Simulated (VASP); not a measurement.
# MgO (I4/mmm) in VASP: notebook, part 2 of 2

VASP 6.6.1.

**4. Single point, PBE (strain +0.000 along x and y, -0.050 along z)**

The input, INCAR:

```
PREC = Accurate
ENCUT = 520
EDIFF = 1E-6
ISMEAR = 0
SIGMA = 0.05
LREAL = False
LASPH = True
NELM = 60
ALGO = Normal
ISIF = 2
LWAVE = False
LCHARG = False
GGA = PE
NBANDS = 11
```

The input, KPOINTS:

```
Automatic mesh
0
Gamma
  10 10 10
```

The input, POSCAR:

```
MgO
1.0
    0.0000000000      2.1269229054      2.0205767601
    2.1269229054      0.0000000000      2.0205767601
    2.1269229054      2.1269229054      0.0000000000
Mg O
1 1
Direct
    0.0000000000      0.0000000000      0.0000000000
    0.5000000000      0.5000000000      0.5000000000
```

Potentials or basis: VASP PAW PBE potentials, release 64 (Mg, O).

Command:

```bash
> cat potpaw_PBE.64/Mg/POTCAR potpaw_PBE.64/O/POTCAR > POTCAR
> mpirun -np 1 vasp_std > vasp.out
```

OUTCAR:

```text
PREC = Accurate
   ENCUT = 520
   EDIFF = 1E-6
   ISMEAR = 0
   LREAL = False
   LASPH = True
   NELM = 60
   ISIF = 2
   GGA = PE

 ion  position               nearest neighbor table
   1  0.000  0.000  0.000-   2 2.02   2 2.02   2 2.13   2 2.13   2 2.13   2 2.13
   2  0.500  0.500  0.500-   1 2.02   1 2.02   1 2.13   1 2.13   1 2.13   1 2.13

  LATTYP: Found a body centered tetragonal cell.
 ALAT       =     3.0079232189
 C/A-ratio  =     1.3435028842

  Lattice vectors:

 A1 = (   0.0000000000,  -2.1269229054,  -2.0205767601)
 A2 = (   0.0000000000,   2.1269229054,  -2.0205767601)
 A3 = (   2.1269229054,   0.0000000000,   2.0205767601)

Analysis of symmetry for initial positions (statically):
=====================================================================
 Subroutine PRICEL returns:
 Original cell was already a primitive cell.

 Routine SETGRP: Setting up the symmetry group for a
 body centered tetragonal supercell.

 Subroutine GETGRP returns: Found 16 space group operations
 (whereof 16 operations were pure point group operations)
[... 174 lines left out ...]
      1     -14.0319      2.00000
      2       3.2659      2.00000
      3       3.3851      2.00000
      4       3.3851      2.00000
      5       8.2684      0.00000
      6      19.1230      0.00000
      7      19.1230      0.00000
      8      19.6648      0.00000
      9      23.2837      0.00000
     10      24.2054      0.00000
     11      25.9619      0.00000
[... 309 lines left out ...]
 k-point    24 :       0.4000    0.3000    0.0000
  band No.  band energies     occupation
      1     -12.6667      2.00000
      2      -0.2668      2.00000
      3       1.9348      2.00000
      4       2.1190      2.00000
      5      13.0049      0.00000
      6      13.4146      0.00000
      7      17.7249      0.00000
      8      21.4334      0.00000
      9      21.7269      0.00000
     10      28.0945      0.00000
     11      31.3997      0.00000

 [... further k-points ...]

------------------------ aborting loop because EDIFF is reached ----------------------------------------

  FORCE on cell =-STRESS in cart. coord.  units (eV):
  Direction    XX          YY          ZZ          XY          YZ          ZX
  --------------------------------------------------------------------------------------
  -------------------------------------------------------------------------------------
  Total        0.4816674      0.4816674      2.0248699      0.0000000     -0.0000000      0.0000000
  in kB       42.2132705     42.2132705    177.4593355      0.0000000     -0.0000000      0.0000000
  external PRESSURE =      87.2952921 kB  Pullay stress =       0.0000000 kB

 VOLUME and BASIS-vectors are now :
 -----------------------------------------------------------------------------
  energy-cutoff  :      520.00
  volume of cell :       18.28
      direct lattice vectors                 reciprocal lattice vectors
     0.000000000  2.126922905  2.020576760    -0.235081393  0.235081393  0.247454098
     2.126922905  0.000000000  2.020576760     0.235081393 -0.235081393  0.247454098
     2.126922905  2.126922905  0.000000000     0.235081393  0.235081393 -0.247454098

 POSITION                                       TOTAL-FORCE (eV/Angst)
 -----------------------------------------------------------------------------------
      0.00000      0.00000      0.00000        -0.000000      0.000000     -0.000000
      2.12692      2.12692      2.02058         0.000000     -0.000000      0.000000
 -----------------------------------------------------------------------------------
    total drift:                               -0.000000     -0.000000      0.000000

  FREE ENERGIE OF THE ION-ELECTRON SYSTEM (eV)
  ---------------------------------------------------
  free  energy   TOTEN  =       -11.8649273478 eV

  energy  without entropy=      -11.8649273478  energy(sigma->0) =      -11.86492735
```

OSZICAR:

```text
N       E                     dE             d eps       ncg     rms          rms(c)
DAV:   1     0.140855392707E+02    0.14086E+02   -0.46692E+03  2580   0.649E+02
DAV:   2    -0.128660117968E+02   -0.26952E+02   -0.26420E+02  2603   0.138E+02
DAV:   3    -0.134447184560E+02   -0.57871E+00   -0.57837E+00  2733   0.173E+01
DAV:   4    -0.134460454994E+02   -0.13270E-02   -0.13270E-02  2466   0.957E-01
DAV:   5    -0.134460498063E+02   -0.43069E-05   -0.43070E-05  2670   0.525E-02    0.728E+00
DAV:   6    -0.118811540118E+02    0.15649E+01   -0.86932E+00  2358   0.164E+01    0.219E+00
DAV:   7    -0.118704474658E+02    0.10707E-01   -0.53918E-02  2514   0.206E+00    0.134E+00
DAV:   8    -0.118652732592E+02    0.51742E-02   -0.26154E-02  2355   0.183E+00    0.228E-01
DAV:   9    -0.118649200851E+02    0.35317E-03   -0.58034E-04  2604   0.167E-01    0.126E-01
DAV:  10    -0.118649256974E+02   -0.56123E-05   -0.46409E-04  2508   0.159E-01    0.965E-03
DAV:  11    -0.118649273928E+02   -0.16954E-05   -0.23850E-06  2637   0.134E-02    0.469E-03
DAV:  12    -0.118649273478E+02    0.45026E-07   -0.35625E-07  1431   0.503E-03
   1 F= -.11864927E+02 E0= -.11864927E+02  d E =-.126529E-12
```

Run time: 7.6 s. Hardware: 1 thread of Intel Xeon 6975P-C (Granite Rapids), shared host; peak memory 0.15 GiB.

Results:

- Free energy: -11.8649 eV
- Pressure: 8.7 GPa
- Band gap on the k mesh: 4.88 eV, direct

Stress tensor (GPa, compression positive):
```
 4.22  0.00  0.00
 0.00  4.22  0.00
 0.00  0.00 17.75
```

Caveat: the cell differs from its parent crystal (strain +0.000 along x and y, -0.050 along z).

**5. The runs side by side**

| cell | gap on the mesh (eV) | pressure (GPa) |
| --- | --- | --- |
| a = 3.048, b = 3.048, c = 3.158 Å, angles 58.8, 58.8, 62.4°, 2 atoms | 3.72 | -8.6 |
| a = 3.012, b = 3.012, c = 2.858 Å, angles 61.7, 61.7, 56.6°, 2 atoms | 4.80 | 11.6 |
| a = 2.934, b = 2.934, c = 3.008 Å, angles 59.2, 59.2, 61.7°, 2 atoms | 4.88 | 8.7 |

Alike in all rows: task single point; level PBE; potentials or basis VASP PAW PBE potentials, release 64 (Mg, O); no spin polarisation; k mesh 10 × 10 × 10; cutoff (eV) 520; smearing gaussian 0.05 eV.

Total energies depend on the potentials used, so only differences within one code and one set of settings carry meaning.
